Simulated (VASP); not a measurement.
# Cs in VASP: notebook

The runs below take Cs through single point, relaxation of the atoms, with PBE.

Program: VASP 6.6.1. These are calculated values, not measurements. Logs are shortened: lines on timing, memory, paths and dates and some standing lists are left out, and cuts for length are marked.

## (1) The cell of the first run

The cell holds a slab with vacuum, 2 atoms: a = 5.495 Å, b = 5.495 Å, c = 18.487 Å, α = 90.00°, β = 90.00°, γ = 120.00°.

## (2) Single point, PBE

INCAR reads:

```
SYSTEM = Cs
PREC = Accurate ; ENCUT = 520
EDIFF = 1E-6 ; ISMEAR = 0
SIGMA = 0.1 ; LREAL = .FALSE.
LASPH = .TRUE. ; NELM = 60
ALGO = Normal ; ISIF = 2
LWAVE = .FALSE. ; LCHARG = .FALSE.
LDIPOL = .TRUE. ; IDIPOL = 3
DIPOL = 0.5 0.5 0.500 ; GGA = PE
NBANDS = 16
```

KPOINTS reads:

```
regular mesh
0
G
  6 6 1
  0 0 0
```

POSCAR reads:

```
Cs
1.0
    5.4953926914      0.0000000000      0.0000000000
   -2.7476963457      4.7591496745      0.0000000000
    0.0000000000      0.0000000000     18.4869693434
Cs
2
Direct
    0.6666666667      0.3333333333      0.3786450808
    0.3333333333      0.6666666667      0.6213549192
```

Potentials or basis: VASP PAW PBE potentials, release 64 (Cs_sv).

Run with:

```bash
> cat potpaw_PBE.64/Cs_sv/POTCAR > POTCAR
> mpirun -np 1 vasp_std > vasp.out
```

OUTCAR:

```text
SYSTEM = Cs
   PREC = Accurate
   ENCUT = 520
   EDIFF = 1E-6
   ISMEAR = 0
   LREAL = .FALSE.
   LASPH = .TRUE.
   NELM = 60
   ISIF = 2
   GGA = PE

 ion  position               nearest neighbor table
   1  0.667  0.333  0.379-
   2  0.333  0.667  0.621-

  LATTYP: Found a hexagonal cell.
 ALAT       =     5.4953926914
 C/A-ratio  =     3.3640852222

  Lattice vectors:

 A1 = (   5.4953926914,   0.0000000000,   0.0000000000)
 A2 = (  -2.7476963457,   4.7591496745,   0.0000000000)
 A3 = (   0.0000000000,   0.0000000000,  18.4869693434)

Analysis of symmetry for initial positions (statically):
=====================================================================
 Subroutine PRICEL returns:
 Original cell was already a primitive cell.

 Routine SETGRP: Setting up the symmetry group for a
 hexagonal supercell.

 Subroutine GETGRP returns: Found 12 space group operations
 (whereof 12 operations were pure point group operations)
 out of a pool of 24 trial point group operations.

The static configuration has the point symmetry D_3d.

Analysis of symmetry for dynamics (positions and initial velocities):
=====================================================================
 Subroutine PRICEL returns:
 Original cell was already a primitive cell.

 Routine SETGRP: Setting up the symmetry group for a
 hexagonal supercell.

 Subroutine GETGRP returns: Found 12 space group operations
 (whereof 12 operations were pure point group operations)
 out of a pool of 24 trial point group operations.

The dynamic configuration has the point symmetry D_3d.

 Subroutine INISYM returns: Found 12 space group operations
 (whereof 12 operations are pure point group operations),
 and found     1 'primitive' translations

----------------------------------------------------------------------------------------

                                     Primitive cell

  volume of cell :     483.4970

  direct lattice vectors                    reciprocal lattice vectors
     5.495392691  0.000000000  0.000000000     0.181970617  0.105060785  0.000000000
    -2.747696346  4.759149674  0.000000000     0.000000000  0.210121570  0.000000000
     0.000000000  0.000000000 18.486969343     0.000000000  0.000000000  0.054092154

  length of vectors
     5.495392691  5.495392691 18.486969343     0.210121570  0.210121570  0.054092154

  position of ions in fractional coordinates (direct lattice)
     0.666666667  0.333333333  0.378645081
     0.333333333  0.666666667  0.621354919

  ion indices of the primitive-cell ions
[... 64 lines left out ...]
   ISYM   =      2    0-nonsym 1-usesym 2-fastsym
   POTIM  = 0.5000    time-step for ionic-motion
   TEBEG  =    0.0;   TEEND  =   0.0 temperature during run
   PSTRESS=    0.0 pullay stress
   NELECT =      18.0000    total number of electrons
   NUPDOWN=      -1.0000    fix difference up-down
   EMIN   =  10.00;   EMAX   =-10.00  energy-range for DOS
   EFERMI =   0.00;   METHOD = LEGACY
   ISMEAR =     0;   SIGMA  =   0.10  broadening in eV -4-tet -1-fermi 0-gaus
   EFERMI_NEDOS =   21; number of points for ismear=-14 and -15
   IALGO  =     38    algorithm
   IMIX   =      4    mixing-type and parameters
     AMIX     =   0.40;   BMIX     =  1.00
     AMIX_MAG =   1.60;   BMIX_MAG =  1.00
  volume/ion in A,a.u.               =     241.75      1631.40
  Fermi-wavevector in a.u.,A,eV,Ry     =   0.546640  1.032999  4.065622  0.298815
  Thomas-Fermi vector in A             =   1.576538
   LORBIT       =      0    0 simple, 1 ext, 2 COOP (PROOUT), +10 PAW based schemes
   GGA     = PE    functional components
   LHFCALC =     F    Hartree Fock is set to
   AEXX    =    0.0000 exact exchange contribution
   IVDW    =     0    specifies the selected vdW correction
   LEPSILON=     F    determine dielectric tensor
   LRPA    =     F    only Hartree local field effects (RPA)
 non-spin polarized calculation
 Gauss-broadening in eV      SIGMA  =   0.10
  energy-cutoff  :      520.00
  volume of cell :      483.50
 maximum number of plane-waves:     13028
 NGX is ok and might be reduce to    42
   NGX = 21   NGY = 21   NGZ = 69

 dipolmoment           0.000000      0.000000      0.000000 electrons x Angstroem

 number of electron      17.9999998 magnetization

 dipolmoment           0.000000      0.000000     -0.000000 electrons x Angstroem

 Free energy of the ion-electron system (eV)
  ---------------------------------------------------
  ext. energy  EPLUGINS =         0.00000000
  ---------------------------------------------------
  free energy    TOTEN  =        -1.48148966 eV

  energy without entropy =       -1.45134980  energy(sigma->0) =       -1.46641973

 E-fermi :  -0.7655     XC(G=0):  -3.2082

 val. band max:       -0.7655687513   @ k =   0.3333   0.1667   0.0000
 cond. band min:      -0.6392785680   @ k =   0.5000   0.0000   0.0000
 fundamental gap:      0.1262901833
 Fermi energy:        -0.7655129667

 k-point     1 :       0.0000    0.0000    0.0000
  band No.  band energies     occupation
      1     -24.8175      2.00000
      2     -24.8148      2.00000
      3     -11.6734      2.00000
      4     -11.6127      2.00000
      5     -11.5668      2.00000
      6     -11.5668      2.00000
[... 110 lines left out ...]
      3     -11.6462      2.00000
      4     -11.6462      2.00000
      5     -11.6380      2.00000
      6     -11.6200      2.00000
[... 8 lines left out ...]
     15       0.6270      0.00000
     16       1.5292      0.00000

------------------------ aborting loop because EDIFF is reached ----------------------------------------

 vacuum level on the upper side and lower side of the slab       (xc-potential included)        -0.467        -0.467

  FORCE on cell =-STRESS in cart. coord.  units (eV):
  Direction    XX          YY          ZZ          XY          YZ          ZX
  --------------------------------------------------------------------------------------
  -------------------------------------------------------------------------------------
  Total       -0.0696324     -0.0696324     -0.0396493      0.0000000     -0.0000000      0.0000000
  in kB       -0.2307429     -0.2307429     -0.1313871      0.0000000     -0.0000000      0.0000000
  external PRESSURE =      -0.1976243 kB  Pullay stress =       0.0000000 kB

 VOLUME and BASIS-vectors are now :
 -----------------------------------------------------------------------------
  energy-cutoff  :      520.00
  volume of cell :      483.50
      direct lattice vectors                 reciprocal lattice vectors
     5.495392691  0.000000000  0.000000000     0.181970617  0.105060785  0.000000000
    -2.747696346  4.759149674  0.000000000     0.000000000  0.210121570  0.000000000
     0.000000000  0.000000000 18.486969343     0.000000000  0.000000000  0.054092154

 POSITION                                       TOTAL-FORCE (eV/Angst)
 -----------------------------------------------------------------------------------
      2.74770      1.58638      7.00000         0.000000      0.000000      0.009260
     -0.00000      3.17277     11.48697        -0.000000     -0.000000     -0.009260
 -----------------------------------------------------------------------------------
    total drift:                               -0.000000     -0.000000     -0.000000

  FREE ENERGIE OF THE ION-ELECTRON SYSTEM (eV)
  ---------------------------------------------------
  free  energy   TOTEN  =        -1.4814896610 eV

  energy  without entropy=       -1.4513497956  energy(sigma->0) =       -1.46641973

 vacuum level on the upper side and lower side of the slab         0.856         0.856
```

OSZICAR:

```text
N       E                     dE             d eps       ncg     rms          rms(c)
DAV:   1     0.149385496403E+03    0.14939E+03   -0.52441E+03   232   0.738E+02
DAV:   2     0.252342849663E+02   -0.12415E+03   -0.11970E+03   384   0.132E+02
DAV:   3    -0.520172887780E+00   -0.25754E+02   -0.25693E+02   264   0.663E+01
DAV:   4    -0.156283499718E+01   -0.10427E+01   -0.10425E+01   320   0.153E+01
DAV:   5    -0.157218164563E+01   -0.93466E-02   -0.93465E-02   296   0.150E+00    0.477E-01
DAV:   6    -0.150547368469E+01    0.66708E-01   -0.10186E-01   304   0.925E-01    0.298E-01
DAV:   7    -0.148041746325E+01    0.25056E-01   -0.14119E-01   312   0.841E-01    0.153E-01
DAV:   8    -0.148253991084E+01   -0.21224E-02   -0.23241E-02   248   0.535E-01    0.856E-02
DAV:   9    -0.148127745835E+01    0.12625E-02   -0.21574E-02   296   0.329E-01    0.725E-02
DAV:  10    -0.148120763703E+01    0.69821E-04   -0.21879E-03   304   0.114E-01    0.296E-02
DAV:  11    -0.148133972551E+01   -0.13209E-03   -0.12927E-03   224   0.101E-01    0.171E-02
DAV:  12    -0.148123771016E+01    0.10202E-03   -0.47407E-04   320   0.437E-02    0.795E-03
DAV:  13    -0.148130349595E+01   -0.65786E-04   -0.57586E-05   296   0.219E-02    0.651E-03
DAV:  14    -0.148147736740E+01   -0.17387E-03   -0.99001E-05   232   0.228E-02    0.408E-03
DAV:  15    -0.148148597418E+01   -0.86068E-05   -0.47445E-06   224   0.810E-03    0.312E-03
DAV:  16    -0.148148902784E+01   -0.30537E-05   -0.11744E-05   216   0.749E-03    0.690E-04
DAV:  17    -0.148148966099E+01   -0.63315E-06   -0.32098E-07   264   0.272E-03
   1 F= -.14814897E+01 E0= -.14664197E+01  d E =-.301399E-01
```

Wall time 41 s (1 thread of Intel Xeon Platinum 8559C (Emerald Rapids), shared host); peak memory 0.52 GiB.

What came out:

- Free energy: -1.4815 eV
- Largest force: 0.009 eV/Å
- Band gap on the k mesh: zero (band 9 reaches -0.11 eV, above the bottom of band 10 at -1.48 eV)

Forces in eV/Å, atoms in the order of the input:
```
Cs   0.000  0.000  0.009
Cs   0.000  0.000 -0.009
```

Levels at points of the mesh, in eV from the Fermi level:
| k point | band 5 | band 6 | band 7 | band 8 | band 9 | band 10 | band 11 | band 12 | band 13 | band 14 |
| --- | --- | --- | --- | --- | --- | --- | --- | --- | --- | --- |
| (0.00, 0.00, 0.00) | -10.80 | -10.80 | -10.79 | -10.79 | -1.45 | -0.71 | 0.60 | 1.05 | 1.63 | 2.30 |
| (0.50, 0.00, 0.00) | -10.86 | -10.85 | -10.83 | -10.81 | 0.13 | 0.28 | 0.89 | 1.06 | 1.09 | 1.66 |

Caveat: spin-orbit coupling is left out, which moves the levels of the heavy elements.

## (3) Relaxation of the atoms, PBE

INCAR reads:

```
SYSTEM = Cs
PREC     = Accurate       ! precision mode
ENCUT    = 520            ! plane-wave cutoff, eV
EDIFF    = 1E-7           ! SCF threshold, eV
ISMEAR   = 0              ! smearing method
SIGMA    = 0.1            ! smearing width, eV
LREAL    = .FALSE.        ! projectors in reciprocal space
LASPH    = .TRUE.         ! aspherical terms in the spheres
NELM     = 60             ! most SCF steps
ALGO     = Normal         ! electronic algorithm
ISIF     = 2              ! what is computed and relaxed
LWAVE    = .FALSE.        ! write WAVECAR
LCHARG   = .FALSE.        ! write CHGCAR
LDIPOL   = .TRUE.       
IDIPOL   = 3            
DIPOL    = 0.5 0.5 0.500
GGA      = PE             ! functional
IBRION   = 2              ! ionic algorithm
NSW      = 70             ! ionic steps
EDIFFG   = -0.03          ! ionic threshold
```

KPOINTS is that of step 2.

POSCAR reads:

```
Cs
1.0
    5.4953926914      0.0000000000      0.0000000000
   -2.7476963457      4.7591496745      0.0000000000
    0.0000000000      0.0000000000     18.4869693434
Cs
2
Selective dynamics
Direct
    0.6666666667      0.3333333333      0.3786450808  F F F
    0.3333333333      0.6666666667      0.6213549192  T T T
```

Potentials or basis: VASP PAW PBE potentials, release 64 (Cs_sv).

Run with:

```bash
> cat potpaw_PBE.64/Cs_sv/POTCAR > POTCAR
> mpirun -np 1 vasp_std > vasp.out
```

Run time: 38 s. Hardware: 1 thread of Intel Xeon Platinum 8559C (Emerald Rapids), shared host; peak memory 0.51 GiB.

The run converged. Its results:

* Free energy: -1.4815 eV
* Band gap on the k mesh: zero (band 9 reaches -0.11 eV, above the bottom of band 10 at -1.48 eV)

Final structure:
```xyz
2
Lattice="5.4954 0.0000 0.0000 -2.7477 4.7591 0.0000 0.0000 0.0000 18.4870" Properties=species:S:1:pos:R:3 pbc="T T T"
Cs    2.7477    1.5864    7.0000
Cs    0.0000    3.1728   11.4870
```

Levels at points of the mesh, in eV from the Fermi level:
| k point | band 7 | band 8 | band 9 | band 10 | band 11 | band 12 |
| --- | --- | --- | --- | --- | --- | --- |
| (0.00, 0.00, 0.00) | -10.79 | -10.79 | -1.45 | -0.71 | 0.60 | 1.05 |
| (0.50, 0.00, 0.00) | -10.83 | -10.81 | 0.13 | 0.28 | 0.89 | 1.06 |

Caveat: the relaxation stopped at its first step, so nothing moved; spin-orbit coupling is left out, which moves the levels of the heavy elements.
